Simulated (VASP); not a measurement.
Set up this calculation in VASP 6.6.1, as the native input.

| Property | Result |
| --- | --- |
| Task | relaxation of the atoms |
| Functional | PBEsol |
| Potentials or basis | VASP PAW PBE potentials, release 64 (F) |
| Cutoff | 520 eV |
| k mesh | 1 × 1 × 1 |
| Occupations | gaussian, width 0.05 eV |
| Spin | no spin polarisation |
| Dipole correction | no |
| Further INCAR settings | ALGO = Normal; EDIFF = 1e-06; IBRION = 2; EDIFFG = -0.01; NSW = 80 |

The structure of F2 lies in POSCAR:

```
F
1.0
    9.0000000000      0.0000000000      0.0000000000
    0.0000000000      9.5000000000      0.0000000000
    0.0000000000      0.0000000000     10.0000000000
F
2
Direct
    0.5000000000      0.5000000000      0.4290000000
    0.5000000000      0.5000000000      0.5710000000
```

These files were run (other wordings do the same):

INCAR

```
ALGO = Normal ; EDIFF = 1E-6
EDIFFG = -0.01 ; ENCUT = 520
GGA = PS ; IBRION = 2
ISIF = 2 ; ISMEAR = 0
LASPH = True ; LCHARG = False
LREAL = False ; LWAVE = False
NELM = 60 ; NSW = 80
PREC = Accurate ; SIGMA = 0.05
```

KPOINTS

```
k-points
0
Gamma
  1 1 1
```

Potentials or basis: VASP PAW PBE potentials, release 64 (F).

Command:

```console
$ cat potpaw_PBE.64/F/POTCAR > POTCAR
$ mpirun -np 1 vasp_gam > vasp.out
```

Results of the run:

```
Energy gained by relaxing       : 1.0 meV/atom
Ionic steps                     : 3
Gap between the frontier levels : 3.51 eV
```

It took 3.9 min on 1 thread of Intel Xeon 8259CL (shared host), peak memory 0.75 GiB.
